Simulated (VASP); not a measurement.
Runs of VASP 6.6.1 on GaAs. The structure is that of space group P6_3/mmc (No. 194), or close to it. The cells are those of the table. 

| task | level | cell | k mesh | cutoff (eV) | gap on the mesh (eV) | pressure (GPa) | relaxed volume (Å³/atom) |
| --- | --- | --- | --- | --- | --- | --- | --- |
| relaxation of cell and atoms | PBEsol | relaxed from a = 4.113, b = 4.113, c = 5.141 Å, angles 90.0, 90.0, 120.0°, 4 atoms | 6 × 6 × 4 | 600 | none | 0.0 | 22.28 |
| single point | r2SCAN+rVV10 | a = 4.238, b = 4.238, c = 5.730 Å, angles 90.0, 90.0, 120.0°, 4 atoms | 12 × 12 × 6 | 520 | none | 0.1 | - |
| relaxation of cell and atoms | r2SCAN+rVV10 | relaxed from a = 4.269, b = 4.269, c = 5.634 Å, angles 90.0, 90.0, 120.0°, 4 atoms | 6 × 6 × 4 | 600 | none | 0.1 | (a) |
| single point | r2SCAN+rVV10 | a = 4.238, b = 4.238, c = 5.730 Å, angles 90.0, 90.0, 120.0°, 4 atoms | 6 × 6 × 4 | 520 | none | 0.2 | - |
| single point | PBEsol | a = 4.269, b = 4.269, c = 5.634 Å, angles 90.0, 90.0, 120.0°, 4 atoms | 6 × 6 × 4 | 520 | none | 0.1 | - |

Alike in all rows: potentials or basis VASP PAW PBE potentials, release 64 (Ga_d, As); no spin polarisation; smearing fermi-dirac 0.03 eV.

Question: Estimate the missing entries.

Answer: (a) 22.31.

Caveats: the PAW data sets were made with another functional, which shifts forces and pressure a little; the volume moved by over 15 % at a fixed basis, so the end points are rough (at least some runs).

A k mesh can miss the band edges, and the runs leave out spin-orbit coupling on As, Ga.

A gap of «none» marks levels without a gap at the run's occupations.
